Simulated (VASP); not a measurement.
# CsH6 (P6/mmm) in VASP: relaxation of cell and atoms with PBE

Aim: the relaxation of cell and atoms of CsH6 with PBE.

Everything below comes from runs of VASP 6.6.1. Logs are shortened: lines on timing, memory, paths and dates and some standing lists are left out, and cuts for length are marked.

### Step 1. The cell of the first run

It takes space group P6/mmm (No. 191, hexagonal). The conventional cell has a = 5.573 Å, b = 5.573 Å, c = 6.103 Å, α = 90.00°, β = 90.00°, γ = 120.00°. Cs (site symmetry 6/mmm) has 24 H at 3.86 to 4.42 Å within 5.1 Å. H (site symmetry 2mm) has 1 H at 0.76 Å within 1.0 Å.

The cell was generated, and may not be a known phase.

### Step 2. Relaxation of cell and atoms, PBE

Contents of INCAR:

```
SYSTEM = CsH6
PREC = Accurate
ENCUT = 910
EDIFF = 1E-7
ISMEAR = 0
SIGMA = 0.1
LREAL = .False.
LASPH = .True.
NELM = 120
ALGO = Normal
ISIF = 3
LWAVE = .False.
LCHARG = .False.
GGA = PE
IBRION = 2
NSW = 100
EDIFFG = -0.01
GGA_COMPAT = .False.
NELMIN = 4
```

Contents of KPOINTS:

```
Automatic mesh
0
Gamma
  9 9 6
  0 0 0
```

Contents of POSCAR:

```
CsH6
1.0
    5.5730284371      0.0000000000      0.0000000000
   -2.7865142185      4.8263842025      0.0000000000
    0.0000000000      0.0000000000      6.1028998377
Cs H
1 6
Direct
    0.0000000000      0.0000000000      0.5000000000
    0.5000000000      0.5000000000      0.0625314245
    0.0000000000      0.5000000000      0.0625314245
    0.5000000000      0.0000000000      0.0625314245
    0.0000000000      0.5000000000      0.9374685755
    0.5000000000      0.0000000000      0.9374685755
    0.5000000000      0.5000000000      0.9374685755
```

Potentials or basis: VASP PAW PBE potentials, release 64 (Cs_sv, H_h).

On the command line:

```sh
> cat potpaw_PBE.64/Cs_sv/POTCAR potpaw_PBE.64/H_h/POTCAR > POTCAR
> mpirun -np 1 vasp_std > vasp.out
```

OUTCAR:

```text
SYSTEM = CsH6
   PREC = Accurate
   ENCUT = 910
   EDIFF = 1E-7
   ISMEAR = 0
   LREAL = .False.
   LASPH = .True.
   NELM = 120
   ISIF = 3
   GGA = PE
   IBRION = 2
   NSW = 100
   EDIFFG = -0.01
   NELMIN = 4

 ion  position               nearest neighbor table
   1  0.000  0.000  0.500-
   2  0.500  0.500  0.063-   7 0.76
   3  0.000  0.500  0.063-   5 0.76
   4  0.500  0.000  0.063-   6 0.76
   5  0.000  0.500  0.937-   3 0.76
   6  0.500  0.000  0.937-   4 0.76
   7  0.500  0.500  0.937-   2 0.76

  LATTYP: Found a hexagonal cell.
 ALAT       =     5.5730284371
 C/A-ratio  =     1.0950778211

  Lattice vectors:

 A1 = (   5.5730284371,   0.0000000000,   0.0000000000)
 A2 = (  -2.7865142185,   4.8263842025,   0.0000000000)
 A3 = (   0.0000000000,   0.0000000000,   6.1028998377)

Analysis of symmetry for initial positions (statically):
=====================================================================
 Subroutine PRICEL returns:
 Original cell was already a primitive cell.

 Routine SETGRP: Setting up the symmetry group for a
 hexagonal supercell.

 Subroutine GETGRP returns: Found 24 space group operations
 (whereof 24 operations were pure point group operations)
 out of a pool of 24 trial point group operations.

The static configuration has the point symmetry D_6h.

Analysis of symmetry for dynamics (positions and initial velocities):
=====================================================================
 Subroutine PRICEL returns:
 Original cell was already a primitive cell.

 Routine SETGRP: Setting up the symmetry group for a
 hexagonal supercell.

 Subroutine GETGRP returns: Found 24 space group operations
 (whereof 24 operations were pure point group operations)
 out of a pool of 24 trial point group operations.

The dynamic configuration has the point symmetry D_6h.

 Subroutine INISYM returns: Found 24 space group operations
 (whereof 24 operations are pure point group operations),
 and found     1 'primitive' translations

----------------------------------------------------------------------------------------

                                     Primitive cell

  volume of cell :     164.1532

  direct lattice vectors                    reciprocal lattice vectors
[... 113 lines left out ...]
   EFERMI_NEDOS =   21; number of points for ismear=-14 and -15
   IALGO  =     38    algorithm
   IMIX   =      4    mixing-type and parameters
     AMIX     =   0.40;   BMIX     =  1.00
     AMIX_MAG =   1.60;   BMIX_MAG =  1.00
  volume/ion in A,a.u.               =      23.45       158.25
  Fermi-wavevector in a.u.,A,eV,Ry     =   0.737376  1.393438  7.397798  0.543723
  Thomas-Fermi vector in A             =   1.831042
   LORBIT       =      0    0 simple, 1 ext, 2 COOP (PROOUT), +10 PAW based schemes
   GGA     = PE    functional components
   LHFCALC =     F    Hartree Fock is set to
   AEXX    =    0.0000 exact exchange contribution
   IVDW    =     0    specifies the selected vdW correction
   LEPSILON=     F    determine dielectric tensor
   LRPA    =     F    only Hartree local field effects (RPA)
 conjugate gradient relaxation of ions
 non-spin polarized calculation
 Gauss-broadening in eV      SIGMA  =   0.10
  energy-cutoff  :      910.00
  volume of cell :      164.15
 maximum number of plane-waves:     10278
 NGX is ok and might be reduce to    56
   NGX = 27   NGY = 27   NGZ = 31

--------------------------------------- Ionic step        1  -------------------------------------------

 number of electron      14.9999999 magnetization

 Free energy of the ion-electron system (eV)
  ---------------------------------------------------
  ext. energy  EPLUGINS =         0.00000000
  ---------------------------------------------------
  free energy    TOTEN  =       -21.03160529 eV

  energy without entropy =      -21.02581519  energy(sigma->0) =      -21.02871024

------------------------ aborting loop because EDIFF is reached ----------------------------------------

  FORCE on cell =-STRESS in cart. coord.  units (eV):
  Direction    XX          YY          ZZ          XY          YZ          ZX
  --------------------------------------------------------------------------------------
  -------------------------------------------------------------------------------------
  Total       -0.1206481     -0.1206481      0.2071335     -0.0000000     -0.0000000      0.0000000
  in kB       -1.1775563     -1.1775563      2.0216757     -0.0000000     -0.0000000      0.0000000
  external PRESSURE =      -0.1111456 kB  Pullay stress =       0.0000000 kB
[... 192 lines left out ...]
--------------------------------------- Ionic step        6  -------------------------------------------

 number of electron      15.0000000 magnetization

 Free energy of the ion-electron system (eV)
  ---------------------------------------------------
  ext. energy  EPLUGINS =         0.00000000
  ---------------------------------------------------
  free energy    TOTEN  =       -21.03399594 eV

  energy without entropy =      -21.02804383  energy(sigma->0) =      -21.03101988

 E-fermi :   0.4351     XC(G=0):  -5.6870

 val. band max:        0.4135717233   @ k =   0.4444   0.0000   0.5000
 cond. band min:       0.4353105823   @ k =   0.3333  -0.0000   0.1667
 fundamental gap:      0.0217388590
 Fermi energy:         0.4351437817

 k-point     1 :       0.0000    0.0000    0.0000
  band No.  band energies     occupation
      1     -23.6815      2.00000
      2     -10.5305      2.00000
      3     -10.4141      2.00000
      4     -10.4141      2.00000
      5      -8.7995      2.00000
      6      -7.1174      2.00000
      7      -7.1174      2.00000
      8       0.1112      2.00000
      9       1.1475      0.00000
     10       2.6907      0.00000
     11       2.9791      0.00000
[... 309 lines left out ...]
 k-point    24 :       0.3333    0.3333    0.1667
  band No.  band energies     occupation
      1     -23.6775      2.00000
      2     -10.5209      2.00000
      3     -10.4887      2.00000
      4     -10.4887      2.00000
      5      -8.0096      2.00000
      6      -8.0096      2.00000
      7      -7.1709      2.00000
      8       1.3019      0.00000
      9       1.3019      0.00000
     10       1.6996      0.00000
     11       2.3390      0.00000

 [... further k-points ...]

------------------------ aborting loop because EDIFF is reached ----------------------------------------

  FORCE on cell =-STRESS in cart. coord.  units (eV):
  Direction    XX          YY          ZZ          XY          YZ          ZX
  --------------------------------------------------------------------------------------
  -------------------------------------------------------------------------------------
  Total       -0.0254989     -0.0254989      0.0529194     -0.0000000     -0.0000000      0.0000000
  in kB       -0.2518600     -0.2518600      0.5227000     -0.0000000     -0.0000000      0.0000000
  external PRESSURE =       0.0063267 kB  Pullay stress =       0.0000000 kB
[... 22 lines left out ...]
  FREE ENERGIE OF THE ION-ELECTRON SYSTEM (eV)
  ---------------------------------------------------
  free  energy   TOTEN  =       -21.0339959379 eV

  energy  without entropy=      -21.0280438299  energy(sigma->0) =      -21.03101988

 reached required accuracy - stopping structural energy minimisation
```

CONTCAR:

```text
CsH6
   1.00000000000000
     5.5157241835348492   -0.0000000000005932    0.0000000000000000
    -2.7578620917184522    4.7767572631692561   -0.0000000000000000
     0.0000000000000000    0.0000000000000000    6.1565433581495146
  Cs              H
     1     6
Direct
     1.0000000000000000    0.0000000000000000    0.5000000000000000
     0.5000000000000000    0.5000000000000000    0.0620932466632494
     0.0000000000000000    0.5000000000000000    0.0620932466632494
     0.5000000000000000    0.0000000000000000    0.0620932466632494
     1.0000000000000000    0.5000000000000000    0.9379067533367507
     0.5000000000000000    0.0000000000000000    0.9379067533367507
     0.5000000000000000    0.5000000000000000    0.9379067533367507

  0.00000000E+00  0.00000000E+00  0.00000000E+00
  0.00000000E+00  0.00000000E+00  0.00000000E+00
  0.00000000E+00  0.00000000E+00  0.00000000E+00
  0.00000000E+00  0.00000000E+00  0.00000000E+00
  0.00000000E+00  0.00000000E+00  0.00000000E+00
  0.00000000E+00  0.00000000E+00  0.00000000E+00
  0.00000000E+00  0.00000000E+00  0.00000000E+00
```

It took 5.3 min on 1 thread of Intel Xeon 6975P-C (Granite Rapids), shared host; peak memory 0.61 GiB.

What came out:

* Free energy: -21.0340 eV
* Relaxed volume: 23.17 Å³/atom
* Relaxed cell: a = 5.516 Å, b = 5.516 Å, c = 6.157 Å, α = 90.00°, β = 90.00°, γ = 120.00°
* Space group after relaxing (to 0.1 Å): P6/mmm (No. 191)
* Energy gained by relaxing: 0.3 meV/atom
* Ionic steps: 6
* Pressure after relaxing: 0.0 GPa
* Largest force after relaxing: 0.009 eV/Å
* Band gap on the k mesh: zero (an odd number of electrons rules out a gap without spin polarisation)

Forces in eV/Å, atoms in the order of the input:
```
Cs   0.000  0.000  0.000
H    0.000  0.000 -0.009
H    0.000  0.000 -0.009
H    0.000  0.000 -0.009
H    0.000  0.000  0.009
H    0.000  0.000  0.009
H    0.000  0.000  0.009
```

Stress tensor (GPa, compression positive):
```
-0.03  0.00  0.00
 0.00 -0.03  0.00
 0.00  0.00  0.05
```

Step by step:
| step | energy change (eV) | largest force (eV/Å) | pressure (GPa) | volume (Å³) |
| --- | --- | --- | --- | --- |
| 1 | 0.0000 | 0.0399 | -0.01 | 164.15 |
| 2 | 0.0002 | 0.1085 | -0.12 | 164.11 |
| 3 | -0.0002 | 0.0234 | -0.06 | 164.14 |
| 4 | -0.0005 | 0.0221 | -0.06 | 163.94 |
| 5 | -0.0013 | 0.0180 | -0.04 | 163.37 |
| 6 | -0.0024 | 0.0094 | 0.00 | 162.21 |

Final structure:
```cif
data_structure
_symmetry_space_group_name_H-M 'P 1'
_symmetry_Int_Tables_number 1
_cell_length_a 5.5157
_cell_length_b 5.5157
_cell_length_c 6.1565
_cell_angle_alpha 90.000
_cell_angle_beta 90.000
_cell_angle_gamma 120.000
_cell_volume 162.21
loop_
_atom_site_label
_atom_site_type_symbol
_atom_site_fract_x
_atom_site_fract_y
_atom_site_fract_z
_atom_site_occupancy
Cs1 Cs 0.00000 0.00000 0.50000 1
H1 H 0.50000 0.50000 0.06209 1
H2 H 0.00000 0.50000 0.06209 1
H3 H 0.50000 0.00000 0.06209 1
H4 H 0.00000 0.50000 0.93791 1
H5 H 0.50000 0.00000 0.93791 1
H6 H 0.50000 0.50000 0.93791 1
```

Caveat: spin-orbit coupling is left out, which moves the levels of the heavy elements.

The gap in the log of VASP goes by the Fermi energy; the results here count the filled bands.